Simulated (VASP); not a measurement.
# Au (P6_3/mmc) in VASP: further runs

Runs on Au. Level: PBE. Tasks: single point.

All numbers are computed with VASP 6.6.1; they aren't measurements. Logs are shortened: lines on timing, memory, paths and dates and some standing lists are left out, and cuts for length are marked.

**1. The cell of the first run**

Symmetry: P6_3/mmc, No. 194, hexagonal system. Conventional cell: a = 2.871 Å, b = 2.871 Å, c = 4.831 Å, α = 90.00°, β = 90.00°, γ = 120.00°. Au (site symmetry -6m2) has 12 Au at 2.87 to 2.93 Å within 3.8 Å.

**2. Single point, PBE (volume scaled by 0.97)**

INCAR reads:

```
PREC = Accurate
ENCUT = 520
EDIFF = 1E-7
ISMEAR = -1
SIGMA = 0.03
LREAL = F
LASPH = T
NELM = 100
ALGO = Normal
ISIF = 2
LWAVE = F
LCHARG = F
GGA = PE
NBANDS = 18
```

KPOINTS reads:

```
Automatic mesh
0
Gamma
  14 14 8
```

POSCAR reads:

```
Au
1.0
    2.8707034943      0.0000000000      0.0000000000
   -1.4353517471      2.4861021528      0.0000000000
    0.0000000000      0.0000000000      4.8307037003
Au
2
Direct
    0.3333333333      0.6666666667      0.7500000000
    0.6666666667      0.3333333333      0.2500000000
```

Potentials or basis: VASP PAW PBE potentials, release 64 (Au).

Launch:

```bash
$ cat potpaw_PBE.64/Au/POTCAR > POTCAR
$ mpirun -np 1 vasp_std > vasp.out
```

OUTCAR:

```text
PREC = Accurate
   ENCUT = 520
   EDIFF = 1E-7
   ISMEAR = -1
   LREAL = F
   LASPH = T
   NELM = 100
   ISIF = 2
   GGA = PE

 ion  position               nearest neighbor table
   1  0.333  0.667  0.750-   2 2.93   2 2.93   2 2.93   2 2.93   2 2.93   2 2.93
   2  0.667  0.333  0.250-   1 2.93   1 2.93   1 2.93   1 2.93   1 2.93   1 2.93

  LATTYP: Found a hexagonal cell.
 ALAT       =     2.8707034943
 C/A-ratio  =     1.6827595430

  Lattice vectors:

 A1 = (   2.8707034943,   0.0000000000,   0.0000000000)
 A2 = (  -1.4353517471,   2.4861021528,   0.0000000000)
 A3 = (   0.0000000000,   0.0000000000,   4.8307037003)

Analysis of symmetry for initial positions (statically):
=====================================================================
 Subroutine PRICEL returns:
 Original cell was already a primitive cell.

 Routine SETGRP: Setting up the symmetry group for a
 hexagonal supercell.

 Subroutine GETGRP returns: Found 24 space group operations
 (whereof 12 operations were pure point group operations)
 out of a pool of 24 trial point group operations.

The static configuration has the point symmetry D_3d.
 The point group associated with its full space group is D_6h.

Analysis of symmetry for dynamics (positions and initial velocities):
=====================================================================
 Subroutine PRICEL returns:
 Original cell was already a primitive cell.

 Routine SETGRP: Setting up the symmetry group for a
 hexagonal supercell.

 Subroutine GETGRP returns: Found 24 space group operations
 (whereof 12 operations were pure point group operations)
 out of a pool of 24 trial point group operations.

The dynamic configuration has the point symmetry D_3d.
 The point group associated with its full space group is D_6h.

 Subroutine INISYM returns: Found 24 space group operations
 (whereof 12 operations are pure point group operations),
 and found     1 'primitive' translations

----------------------------------------------------------------------------------------

                                     Primitive cell

  volume of cell :      34.4761

  direct lattice vectors                    reciprocal lattice vectors
     2.870703494  0.000000000  0.000000000     0.348346669  0.201118043  0.000000000
    -1.435351747  2.486102153  0.000000000     0.000000000  0.402236086  0.000000000
     0.000000000  0.000000000  4.830703700     0.000000000  0.000000000  0.207009178

[... 81 lines left out ...]
   ENCUT  =  520.0 eV  38.22 Ry    6.18 a.u.   5.34  5.34  8.98*2*pi/ulx,y,z
   NELM   =    100;   NELMIN=  2; NELMDL= -5     # of ELM steps
   EDIFF  = 0.1E-06   stopping-criterion for ELM
   LREAL  =      F    real-space projection
   EDIFFG = 0.1E-05   stopping-criterion for IOM
   NSW    =      0    number of steps for IOM
   IBRION =     -1    ionic relax: 0-MD 1-quasi-New 2-CG
   NFREE  =      0    steps in history (QN), initial steepest desc. (CG)
   ISIF   =      2    stress and relaxation
   ISYM   =      2    0-nonsym 1-usesym 2-fastsym
   POTIM  = 0.5000    time-step for ionic-motion
   TEBEG  =    0.0;   TEEND  =   0.0 temperature during run
   PSTRESS=    0.0 pullay stress
   NELECT =      22.0000    total number of electrons
   NUPDOWN=      -1.0000    fix difference up-down
   EMIN   =  10.00;   EMAX   =-10.00  energy-range for DOS
   EFERMI =   0.00;   METHOD = LEGACY
   ISMEAR =    -1;   SIGMA  =   0.03  broadening in eV -4-tet -1-fermi 0-gaus
   EFERMI_NEDOS =   21; number of points for ismear=-14 and -15
   IALGO  =     38    algorithm
   IMIX   =      4    mixing-type and parameters
     AMIX     =   0.40;   BMIX     =  1.00
     AMIX_MAG =   1.60;   BMIX_MAG =  1.00
  volume/ion in A,a.u.               =      17.24       116.33
  Fermi-wavevector in a.u.,A,eV,Ry     =   1.409429  2.663434 27.027833  1.986490
  Thomas-Fermi vector in A             =   2.531486
   LORBIT       =      0    0 simple, 1 ext, 2 COOP (PROOUT), +10 PAW based schemes
   GGA     = PE    functional components
   LHFCALC =     F    Hartree Fock is set to
   AEXX    =    0.0000 exact exchange contribution
   IVDW    =     0    specifies the selected vdW correction
   LEPSILON=     F    determine dielectric tensor
   LRPA    =     F    only Hartree local field effects (RPA)
 non-spin polarized calculation
  energy-cutoff  :      520.00
  volume of cell :       34.48
 maximum number of plane-waves:       942
 NGX is ok and might be reduce to    24
   NGX = 11   NGY = 11   NGZ = 17

 number of electron      22.0000003 magnetization

 Free energy of the ion-electron system (eV)
  ---------------------------------------------------
  ext. energy  EPLUGINS =         0.00000000
  ---------------------------------------------------
  free energy    TOTEN  =        -6.38928435 eV

  energy without entropy =       -6.38546049  energy(sigma->0) =       -6.38737242

 E-fermi :   9.2749     XC(G=0): -12.6478

 val. band max:        9.2735403802   @ k =   0.5000   0.0000   0.2500
 cond. band min:       9.2769068758   @ k =   0.3571   0.1429   0.2500
 fundamental gap:      0.0033664956
 Fermi energy:         9.2749483472

 k-point     1 :       0.0000    0.0000    0.0000
  band No.  band energies     occupation
      1      -0.4525      2.00000
      2       1.9789      2.00000
      3       4.4631      2.00000
      4       4.7512      2.00000
      5       4.7512      2.00000
      6       5.0547      2.00000
[... 481 lines left out ...]
      5       4.5566      2.00000
      6       4.6860      2.00000
[... 10 lines left out ...]
     17      20.3426      0.00000
     18      20.5444      0.00000

 [... further k-points ...]

------------------------ aborting loop because EDIFF is reached ----------------------------------------

  FORCE on cell =-STRESS in cart. coord.  units (eV):
  Direction    XX          YY          ZZ          XY          YZ          ZX
  --------------------------------------------------------------------------------------
  -------------------------------------------------------------------------------------
  Total        1.4910942      1.4910942      1.2501728      0.0000000     -0.0000000      0.0000000
  in kB       69.2943712     69.2943712     58.0982315      0.0000000     -0.0000000      0.0000000
  external PRESSURE =      65.5623246 kB  Pullay stress =       0.0000000 kB

 VOLUME and BASIS-vectors are now :
 -----------------------------------------------------------------------------
  energy-cutoff  :      520.00
  volume of cell :       34.48
      direct lattice vectors                 reciprocal lattice vectors
     2.870703494  0.000000000  0.000000000     0.348346669  0.201118043  0.000000000
    -1.435351747  2.486102153  0.000000000     0.000000000  0.402236086  0.000000000
     0.000000000  0.000000000  4.830703700     0.000000000  0.000000000  0.207009178

 POSITION                                       TOTAL-FORCE (eV/Angst)
 -----------------------------------------------------------------------------------
     -0.00000      1.65740      3.62303        -0.000000      0.000000      0.000000
      1.43535      0.82870      1.20768         0.000000     -0.000000      0.000000
 -----------------------------------------------------------------------------------
    total drift:                               -0.000000      0.000000     -0.000000

  FREE ENERGIE OF THE ION-ELECTRON SYSTEM (eV)
  ---------------------------------------------------
  free  energy   TOTEN  =        -6.3892843538 eV

  energy  without entropy=       -6.3854604870  energy(sigma->0) =       -6.38737242
```

stdout:

```text
POSCAR found type information on POSCAR Au
 POSCAR found :  1 types and       2 ions
 scaLAPACK will be used
 LDA part: xc-table for (Slater+PW92), standard interpolation
 POSCAR, INCAR and KPOINTS ok, starting setup
 FFT: planning ... GRIDC
 FFT: planning ... GRID_SOFT
 FFT: planning ... GRID
 WAVECAR not read
 entering main loop
```

It took 28 s on 1 thread of Intel Xeon 6975P-C, shared host; peak memory 0.2 GiB.

Results:

| Property | Result |
| --- | --- |
| Free energy | -6.3893 eV |
| Pressure | 6.6 GPa |
| Band gap on the k mesh | zero (band 11 reaches 13.17 eV, above the bottom of band 12 at 6.63 eV) |

Stress tensor (GPa, compression positive):
```
6.93 0.00 0.00
0.00 6.93 0.00
0.00 0.00 5.81
```

Caveat: spin-orbit coupling is left out, which moves the levels of the heavy elements.

**3. Single point, PBE (volume scaled by 1.03)**

INCAR, as its differences from that of step 2:

```diff
@@ -2,3 +2,3 @@
 ENCUT = 520
-EDIFF = 1E-7
+EDIFF = 1E-6
 ISMEAR = -1
```

KPOINTS reads:

```
regular mesh
0
Gamma
  14 14 8
```

POSCAR reads:

```
Au
1.0
    2.9287131334      0.0000000000      0.0000000000
   -1.4643565667      2.5363399740      0.0000000000
    0.0000000000      0.0000000000      4.9283199742
Au
2
Direct
    0.3333333333      0.6666666667      0.7500000000
    0.6666666667      0.3333333333      0.2500000000
```

Potentials or basis: VASP PAW PBE potentials, release 64 (Au).

Launch:

```bash
$ cat potpaw_PBE.64/Au/POTCAR > POTCAR
$ mpirun -np 1 vasp_std > vasp.out
```

Run time: 33 s. Hardware: 1 thread of Intel Xeon 6975P-C, shared host; peak memory 0.21 GiB.

The run converged. Its results:

```
Free energy            : -6.4161 eV
Pressure               : -2.2 GPa
Band gap on the k mesh : zero (band 11 reaches 11.98 eV, above the bottom of band 12 at 5.79 eV)
```

Stress tensor (GPa, compression positive):
```
-2.14  0.00  0.00
 0.00 -2.14  0.00
 0.00  0.00 -2.41
```

Levels at points of the mesh, in eV from the Fermi level:
| k point | band 8 | band 9 | band 10 | band 11 | band 12 | band 13 | band 14 | band 15 |
| --- | --- | --- | --- | --- | --- | --- | --- | --- |
| (0.00, 0.00, 0.00) | -3.31 | -3.31 | -2.11 | -2.11 | -0.81 | 2.33 | 14.64 | 15.62 |
| (0.50, 0.00, 0.00) | -1.92 | -1.83 | -1.67 | 0.38 | 1.44 | 5.57 | 6.86 | 7.05 |
| (0.00, 0.00, 0.50) | -4.25 | -2.52 | -2.52 | -2.52 | -2.52 | 10.13 | 10.13 | 14.90 |
| (0.50, 0.00, 0.50) | -2.29 | -1.73 | -1.73 | 0.63 | 0.63 | 3.62 | 3.62 | 12.89 |

Caveat: spin-orbit coupling is left out, which moves the levels of the heavy elements.

**4. Single point, PBE (volume scaled by 1.06)**

INCAR reads:

```
PREC = Accurate
ENCUT = 520
EDIFF = 1E-7
ISMEAR = -1
SIGMA = 0.03
LREAL = False
LASPH = True
NELM = 80
ALGO = Normal
ISIF = 2
LWAVE = False
LCHARG = True
GGA = PE
LELF = True
LVHAR = True
NBANDS = 18
```

KPOINTS is that of step 3.

POSCAR reads:

```
Au
1.0
    2.9568755643      0.0000000000      0.0000000000
   -1.4784377821      2.5607293545      0.0000000000
    0.0000000000      0.0000000000      4.9757105734
Au
2
Direct
    0.3333333333      0.6666666667      0.7500000000
    0.6666666667      0.3333333333      0.2500000000
```

Launch:

```bash
$ cat potpaw_PBE.64/Au/POTCAR > POTCAR
$ mpirun -np 1 vasp_std > vasp.out
```

Wall time 34 s (1 thread of Intel Xeon 6975P-C, shared host); peak memory 0.21 GiB.

It converged, with:

- Free energy: -6.3909 eV
- Pressure: -5.5 GPa
- Band gap on the k mesh: zero (band 11 reaches 11.44 eV, above the bottom of band 12 at 5.40 eV)

Levels at points of the mesh, in eV from the Fermi level:
```csv
k point,band 8,band 9,band 10,band 11,band 12,band 13,band 14,band 15
"(0.00, 0.00, 0.00)",-3.22,-3.22,-2.08,-2.08,-0.67,2.21,14.64,15.58
"(0.50, 0.00, 0.00)",-1.89,-1.81,-1.66,0.39,1.38,5.50,6.66,6.97
"(0.00, 0.00, 0.50)",-4.11,-2.47,-2.47,-2.47,-2.47,9.95,9.95,14.89
"(0.50, 0.00, 0.50)",-2.23,-1.72,-1.72,0.70,0.70,3.48,3.48,12.76
```

Caveat: spin-orbit coupling is left out, which moves the levels of the heavy elements.

**5. Summary**

| cell | gap on the mesh (eV) | pressure (GPa) |
| --- | --- | --- |
| a = 2.871, b = 2.871, c = 4.831 Å, angles 90.0, 90.0, 120.0°, 2 atoms | none | 6.6 |
| a = 2.929, b = 2.929, c = 4.928 Å, angles 90.0, 90.0, 120.0°, 2 atoms | none | -2.2 |
| a = 2.957, b = 2.957, c = 4.976 Å, angles 90.0, 90.0, 120.0°, 2 atoms | none | -5.5 |

Alike in all rows: task single point; level PBE; potentials or basis VASP PAW PBE potentials, release 64 (Au); no spin polarisation; k mesh 14 × 14 × 8; cutoff (eV) 520; smearing fermi-dirac 0.03 eV.

Caveats: spin-orbit coupling is left out, which moves the levels of the heavy elements.

Absolute energies hang on the potentials; compare differences alone.
